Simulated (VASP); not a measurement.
The system is AlN.

```
Al N
1.0
     3.11300    0.00000    0.00000
    -1.55650    2.69594    0.00000
     0.00000    0.00000    4.98100
Al N
2 2
Direct
  0.33333 0.66667 0.00000
  0.66667 0.33333 0.50000
  0.33333 0.66667 0.38000
  0.66667 0.33333 0.88000
```

```yaml
Program: VASP 6.6.1
Task: relaxation of cell and atoms
Functional: LDA
Potentials_or_basis: VASP PAW LDA potentials, release 64 (Al, N)
Cutoff: 600 eV
k_mesh: 9 × 9 × 6
Occupations: gaussian, width 0.02 eV
Spin: no spin polarisation
```

At the start: pressure -4.2 GPa; volume 10.45 Å³/atom.

Where does the relaxation end?

Over 8 steps the energy falls by 3.2 meV/atom and the volume is 10.24 Å³/atom (-2.1 %); space group P6_3mc (No. 186, to 0.05 Å).

The path:
```
step  energy change (eV)  largest force (eV/Å)  pressure (GPa)  volume (Å³)
   1              0.0000                0.1194           -4.21        41.80
   2             -0.0009                0.0854            4.30        40.16
   3             -0.0124                0.0200           -0.04        40.96
   4             -0.0124                0.0180            0.06        40.94
   5             -0.0126                0.0112            0.08        40.93
   6             -0.0126                0.0047            0.09        40.93
   7             -0.0126                0.0053           -0.09        40.96
   8             -0.0126                0.0003            0.00        40.94
```

Final structure:
```cif
data_structure
_symmetry_space_group_name_H-M 'P 1'
_symmetry_Int_Tables_number 1
_cell_length_a 3.0913
_cell_length_b 3.0913
_cell_length_c 4.9477
_cell_angle_alpha 90.000
_cell_angle_beta 90.000
_cell_angle_gamma 120.000
_cell_volume 40.94
loop_
_atom_site_label
_atom_site_type_symbol
_atom_site_fract_x
_atom_site_fract_y
_atom_site_fract_z
_atom_site_occupancy
Al1 Al 0.33333 0.66667 0.99902 1
Al2 Al 0.66667 0.33333 0.49902 1
N1 N 0.33333 0.66667 0.38098 1
N2 N 0.66667 0.33333 0.88098 1
```
